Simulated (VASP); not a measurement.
# Al2Cu (P4/mmm) in VASP: a series of runs

Aim: see how the results for Al2Cu move with the level of theory and the settings. Levels: RPBE, BLYP, r2SCAN, LDA, PBE. Tasks: single point, relaxation of cell and atoms.

Everything below comes from runs of VASP 6.6.1. Logs are shortened: lines on timing, memory, paths and dates and some standing lists are left out, and cuts for length are marked.

## Step 1: The cell of the first run

It takes space group P4/mmm (No. 123, tetragonal). The conventional cell has a = 4.158 Å, b = 4.158 Å, c = 2.905 Å, α = 90.00°, β = 90.00°, γ = 90.00°. Cu (site symmetry 4/mmm) has 8 Al at 2.54 Å and 2 Cu at 2.90 Å within 3.3 Å. Within 3.3 Å of Al (site symmetry mmm) lie 4 Cu at 2.54 Å and 6 Al at 2.90 to 2.94 Å.

## Step 2: Single point, RPBE

INCAR reads:

```
SYSTEM = Al2Cu
PREC     = Accurate       ! precision mode
ENCUT    = 520            ! plane-wave cutoff, eV
EDIFF    = 1E-7           ! SCF threshold, eV
ISMEAR   = -1             ! smearing method
SIGMA    = 0.05           ! smearing width, eV
LREAL    = .False.        ! projectors in reciprocal space
LASPH    = .True.         ! aspherical terms in the spheres
NELM     = 80             ! most SCF steps
ALGO     = Normal         ! electronic algorithm
ISIF     = 2              ! what is computed and relaxed
LWAVE    = .False.        ! write WAVECAR
LCHARG   = .False.        ! write CHGCAR
GGA      = RP             ! functional
NBANDS   = 16             ! bands
```

KPOINTS reads:

```
regular mesh
0
Gamma
  7 7 9
  0 0 0
```

POSCAR reads:

```
Al2Cu
1.0
    4.1584935074      0.0000000000      0.0000000000
    0.0000000000      4.1584935074      0.0000000000
    0.0000000000      0.0000000000      2.9048084801
Cu Al
1 2
Direct
    0.0000000000      0.0000000000      0.0000000000
    0.0000000000      0.5000000000      0.5000000000
    0.5000000000      0.0000000000      0.5000000000
```

Potentials or basis: VASP PAW PBE potentials, release 64 (Cu, Al).

On the command line:

```bash
> cat potpaw_PBE.64/Cu/POTCAR potpaw_PBE.64/Al/POTCAR > POTCAR
> mpirun -np 1 vasp_std > vasp.out
```

OUTCAR:

```text
SYSTEM = Al2Cu
   PREC = Accurate
   ENCUT = 520
   EDIFF = 1E-7
   ISMEAR = -1
   LREAL = .False.
   LASPH = .True.
   NELM = 80
   ISIF = 2
   GGA = RP

 ion  position               nearest neighbor table
   1  0.000  0.000  0.000-   2 2.54   3 2.54   2 2.54   3 2.54   2 2.54   2 2.54   3 2.54   3 2.54

   2  0.000  0.500  0.500-   1 2.54   1 2.54   1 2.54   1 2.54   3 2.94   3 2.94   3 2.94   3 2.94

   3  0.500  0.000  0.500-   1 2.54   1 2.54   1 2.54   1 2.54   2 2.94   2 2.94   2 2.94   2 2.94

  LATTYP: Found a simple tetragonal cell.
 ALAT       =     4.1584935074
 C/A-ratio  =     0.6985242312

  Lattice vectors:

 A1 = (   4.1584935074,   0.0000000000,   0.0000000000)
 A2 = (   0.0000000000,   4.1584935074,   0.0000000000)
 A3 = (   0.0000000000,   0.0000000000,   2.9048084801)

Analysis of symmetry for initial positions (statically):
=====================================================================
 Subroutine PRICEL returns:
 Original cell was already a primitive cell.

 Routine SETGRP: Setting up the symmetry group for a
 simple tetragonal supercell.

 Subroutine GETGRP returns: Found 16 space group operations
 (whereof 16 operations were pure point group operations)
 out of a pool of 16 trial point group operations.

The static configuration has the point symmetry D_4h.

Analysis of symmetry for dynamics (positions and initial velocities):
=====================================================================
 Subroutine PRICEL returns:
 Original cell was already a primitive cell.

 Routine SETGRP: Setting up the symmetry group for a
 simple tetragonal supercell.

 Subroutine GETGRP returns: Found 16 space group operations
 (whereof 16 operations were pure point group operations)
 out of a pool of 16 trial point group operations.

The dynamic configuration has the point symmetry D_4h.

 Subroutine INISYM returns: Found 16 space group operations
 (whereof 16 operations are pure point group operations),
 and found     1 'primitive' translations

----------------------------------------------------------------------------------------

                                     Primitive cell

  volume of cell :      50.2331

  direct lattice vectors                    reciprocal lattice vectors
[... 81 lines left out ...]
   ISTART =      0    job   : 0-new  1-cont  2-samecut
   ICHARG =      2    charge: 1-file 2-atom 10-const
   ISPIN  =      1    spin polarized calculation?
   LNONCOLLINEAR =      F non collinear calculations
   LSORBIT =      F    spin-orbit coupling
   LASPH  =      T    aspherical Exc in radial PAW
   ENCUT  =  520.0 eV  38.22 Ry    6.18 a.u.   7.73  7.73  5.40*2*pi/ulx,y,z
   NELM   =     80;   NELMIN=  2; NELMDL= -5     # of ELM steps
   EDIFF  = 0.1E-06   stopping-criterion for ELM
   LREAL  =      F    real-space projection
   EDIFFG = 0.1E-05   stopping-criterion for IOM
   NSW    =      0    number of steps for IOM
   IBRION =     -1    ionic relax: 0-MD 1-quasi-New 2-CG
   NFREE  =      0    steps in history (QN), initial steepest desc. (CG)
   ISIF   =      2    stress and relaxation
   ISYM   =      2    0-nonsym 1-usesym 2-fastsym
   POTIM  = 0.5000    time-step for ionic-motion
   TEBEG  =    0.0;   TEEND  =   0.0 temperature during run
   PSTRESS=    0.0 pullay stress
   NELECT =      17.0000    total number of electrons
   NUPDOWN=      -1.0000    fix difference up-down
   EMIN   =  10.00;   EMAX   =-10.00  energy-range for DOS
   EFERMI =   0.00;   METHOD = LEGACY
   ISMEAR =    -1;   SIGMA  =   0.05  broadening in eV -4-tet -1-fermi 0-gaus
   EFERMI_NEDOS =   21; number of points for ismear=-14 and -15
   IALGO  =     38    algorithm
   IMIX   =      4    mixing-type and parameters
     AMIX     =   0.40;   BMIX     =  1.00
     AMIX_MAG =   1.60;   BMIX_MAG =  1.00
  volume/ion in A,a.u.               =      16.74       113.00
  Fermi-wavevector in a.u.,A,eV,Ry     =   1.140848  2.155891 17.708461  1.301535
  Thomas-Fermi vector in A             =   2.277550
   LORBIT       =      0    0 simple, 1 ext, 2 COOP (PROOUT), +10 PAW based schemes
   GGA     = RP    functional components
   LHFCALC =     F    Hartree Fock is set to
   AEXX    =    0.0000 exact exchange contribution
   IVDW    =     0    specifies the selected vdW correction
   LEPSILON=     F    determine dielectric tensor
   LRPA    =     F    only Hartree local field effects (RPA)
 non-spin polarized calculation
  energy-cutoff  :      520.00
  volume of cell :       50.23
 maximum number of plane-waves:      1369
 NGX is ok and might be reduce to    32
   NGX = 15   NGY = 15   NGZ = 11

 number of electron      16.9999999 magnetization

 Free energy of the ion-electron system (eV)
  ---------------------------------------------------
  ext. energy  EPLUGINS =         0.00000000
  ---------------------------------------------------
  free energy    TOTEN  =       -10.31642205 eV

  energy without entropy =      -10.30416909  energy(sigma->0) =      -10.31029557

 E-fermi :   6.9421     XC(G=0): -10.1921

 val. band max:        6.8957917460   @ k =   0.1429   0.1429   0.4444
 cond. band min:       6.9678144092   @ k =   0.2857   0.2857   0.2222
 fundamental gap:      0.0720226631
 Fermi energy:         6.9420593778

 k-point     1 :       0.0000    0.0000    0.0000
  band No.  band energies     occupation
      1      -3.3751      2.00000
      2       1.6689      2.00000
      3       2.2106      2.00000
      4       2.8286      2.00000
      5       3.0293      2.00000
      6       3.0293      2.00000
[... 433 lines left out ...]
      3       2.3768      2.00000
      4       2.5669      2.00000
      5       2.7598      2.00000
      6       2.7866      2.00000
[... 8 lines left out ...]
     15      16.8071      0.00000
     16      17.5846      0.00000

 [... further k-points ...]
[... 5 lines left out ...]
  --------------------------------------------------------------------------------------
  -------------------------------------------------------------------------------------
  Total        0.0323956      0.0323956      0.0286456      0.0000000      0.0000000      0.0000000
  in kB        1.0332540      1.0332540      0.9136495      0.0000000      0.0000000      0.0000000
  external PRESSURE =       0.9933858 kB  Pullay stress =       0.0000000 kB

 VOLUME and BASIS-vectors are now :
 -----------------------------------------------------------------------------
  energy-cutoff  :      520.00
  volume of cell :       50.23
      direct lattice vectors                 reciprocal lattice vectors
     4.158493507  0.000000000  0.000000000     0.240471699  0.000000000  0.000000000
     0.000000000  4.158493507  0.000000000     0.000000000  0.240471699  0.000000000
     0.000000000  0.000000000  2.904808480     0.000000000  0.000000000  0.344256775

 POSITION                                       TOTAL-FORCE (eV/Angst)
 -----------------------------------------------------------------------------------
      0.00000      0.00000      0.00000         0.000000      0.000000      0.000000
      0.00000      2.07925      1.45240         0.000000      0.000000      0.000000
      2.07925      0.00000      1.45240         0.000000      0.000000      0.000000
 -----------------------------------------------------------------------------------
    total drift:                               -0.000000     -0.000000      0.000000

  FREE ENERGIE OF THE ION-ELECTRON SYSTEM (eV)
  ---------------------------------------------------
  free  energy   TOTEN  =       -10.3164220523 eV

  energy  without entropy=      -10.3041690883  energy(sigma->0) =      -10.31029557
```

stdout:

```text
POSCAR found type information on POSCAR CuAl
 POSCAR found :  2 types and       3 ions
 scaLAPACK will be used
 -----------------------------------------------------------------------------
|                                                                             |
|                                                                             |
|     You enforced a specific xc type in the INCAR file but a different       |
|     I HOPE YOU KNOW WHAT YOU ARE DOING!                                     |
|                                                                             |
 -----------------------------------------------------------------------------

 LDA part: xc-table for (Slater+PW92), standard interpolation
 POSCAR, INCAR and KPOINTS ok, starting setup
 FFT: planning ... GRIDC
 FFT: planning ... GRID_SOFT
 FFT: planning ... GRID
 WAVECAR not read
 entering main loop
```

Wall time 35 s (1 thread of Intel Xeon Platinum 8375C at 2.90GHz (Ice Lake), shared host); peak memory 0.18 GiB.

Results:

* Free energy: -10.3164 eV
* Pressure: 0.1 GPa

Caveat: the PAW data sets were made with another functional, which shifts forces and pressure a little.

## Step 3: Single point, BLYP

This run uses another cell than the first one, of 17.10 Å³/atom, 1.021 times its volume.

INCAR reads:

```
PREC     = Accurate       # precision mode
ENCUT    = 520            # plane-wave cutoff, eV
EDIFF    = 1E-6           # SCF threshold, eV
ISMEAR   = -1             # smearing method
SIGMA    = 0.05           # smearing width, eV
LREAL    = False          # projectors in reciprocal space
LASPH    = True           # aspherical terms in the spheres
NELM     = 60             # most SCF steps
ALGO     = Normal         # electronic algorithm
ISIF     = 2              # what is computed and relaxed
LWAVE    = False          # write WAVECAR
LCHARG   = True           # write CHGCAR
GGA      = B5             # functional
ALDAX    = 1.0          
AGGAX    = 1.0          
AGGAC    = 1.0          
ALDAC    = 0.0          
LELF     = True           # ELF
LVHAR    = True         
NBANDS   = 16             # bands
```

KPOINTS reads:

```
Automatic mesh
0
Gamma
  7 7 9
```

POSCAR reads:

```
Al2Cu
1.0
    4.1624066218      0.0000000000      0.0000000000
    0.0000000000      4.1624066218      0.0000000000
    0.0000000000      0.0000000000      2.9605222366
Cu Al
1 2
Direct
    0.0000000000      0.0000000000      0.0000000000
    0.0000000000      0.5000000000      0.5000000000
    0.5000000000      0.0000000000      0.5000000000
```

Potentials or basis: VASP PAW PBE potentials, release 64 (Cu, Al).

On the command line:

```bash
> cat potpaw_PBE.64/Cu/POTCAR potpaw_PBE.64/Al/POTCAR > POTCAR
> mpirun -np 1 vasp_std > vasp.out
```

It took 38 s on 1 thread of Intel Xeon Platinum 8375C at 2.90GHz (Ice Lake), shared host; peak memory 0.18 GiB.

The run converged. Its results:

```yaml
Free_energy: -8.7312 eV
Pressure: 0.2 GPa
```

Levels at points of the mesh, in eV from the Fermi level:
```csv
k point,band 6,band 7,band 8,band 9,band 10,band 11
"(0.00, 0.00, 0.00)",-3.91,-2.16,-2.16,-0.28,1.10,5.46
```

Caveat: the PAW data sets were made with another functional, which shifts forces and pressure a little.

## Step 4: Single point, r2SCAN

This run uses another cell than the first one, of 15.88 Å³/atom, 0.949 times its volume.

POSCAR reads:

```
Al2Cu
1.0
    4.0869965272      0.0000000000      0.0000000000
    0.0000000000      4.0869965272      0.0000000000
    0.0000000000      0.0000000000      2.8528540572
Cu Al
1 2
Direct
    0.0000000000      0.0000000000      0.0000000000
    0.0000000000      0.5000000000      0.5000000000
    0.5000000000      0.0000000000      0.5000000000
```

INCAR.step1 reads:

```
  PREC = Accurate
  ENCUT = 520
  ISMEAR = -1
  SIGMA = 0.05
  LREAL = F
  LASPH = T
  NELM = 60
  NBANDS = 16
  GGA = PE
  ALGO = Normal
  EDIFF = 1E-4
  LWAVE = T
  LCHARG = F
```

INCAR.step2 reads:

```
  PREC = Accurate
  ENCUT = 520
  EDIFF = 1E-6
  ISMEAR = -1
  SIGMA = 0.05
  LREAL = F
  LASPH = T
  NELM = 60
  ALGO = Normal
  ISIF = 2
  LWAVE = F
  LCHARG = F
  METAGGA = R2SCAN
  LMIXTAU = T
  NBANDS = 16
  ISTART = 1
```

KPOINTS is that of step 3.

On the command line:

```bash
> cat potpaw_PBE.64/Cu/POTCAR potpaw_PBE.64/Al/POTCAR > POTCAR
> cp INCAR.step1 INCAR
> mpirun -np 1 vasp_std > vasp.out
> cp INCAR.step2 INCAR
> mpirun -np 1 vasp_std > vasp.out
```

Run time: 2 min. Hardware: 1 thread of Intel Xeon Platinum 8375C at 2.90GHz (Ice Lake), shared host; peak memory 0.18 GiB.

It converged, with:

```yaml
Free_energy: -24.4117 eV
Pressure: -0.2 GPa
```

Levels at points of the mesh, in eV from the Fermi level:
| k point | band 4 | band 5 | band 6 | band 7 | band 8 | band 9 | band 10 | band 11 | band 12 | band 13 |
| --- | --- | --- | --- | --- | --- | --- | --- | --- | --- | --- |
| (0.00, 0.00, 0.00) | -4.53 | -4.27 | -4.27 | -2.67 | -2.67 | 0.05 | 0.99 | 6.64 | 6.64 | 6.71 |

Caveat: the PAW data sets were made with another functional, which shifts forces and pressure a little.

(Part 1 of 2 ends here.)
